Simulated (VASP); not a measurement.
Cu, 1 atom in the cell. It takes space group Fm-3m (No. 225, cubic). The conventional cell has a = 3.564 Å, b = 3.564 Å, c = 3.564 Å, α = 90.00°, β = 90.00°, γ = 90.00°. Cu (site symmetry m-3m) has 12 Cu at 2.52 Å within 3.3 Å. 

- Program: VASP 6.6.1
- Task: relaxation of cell and atoms
- Functional: PBEsol
- Potentials or basis: VASP PAW PBE potentials, release 64 (Cu)
- Cutoff: 600 eV
- k mesh: 16 × 16 × 16
- Occupations: fermi-dirac, width 0.15 eV
- Spin: no spin polarisation
- Dipole correction: no
- Further INCAR settings: ALGO = Fast; EDIFF = 1e-07; IBRION = 2; EDIFFG = -0.001; NSW = 80; ISIF = 3

Potentials or basis: VASP PAW PBE potentials, release 64 (Cu).

Run with:

```console
$ cat potpaw_PBE.64/Cu/POTCAR > POTCAR
$ mpirun -np 1 vasp_std > vasp.out
```

Hardware: 1 thread of AMD EPYC 7571, on a shared host.

Task: How long does it take, and how much memory?

Result: Run time: 76 s on 1 thread of AMD EPYC 7571 (shared host), peak memory 0.11 GiB. Counts: scf iterations 32, k points 145, ion steps 3.
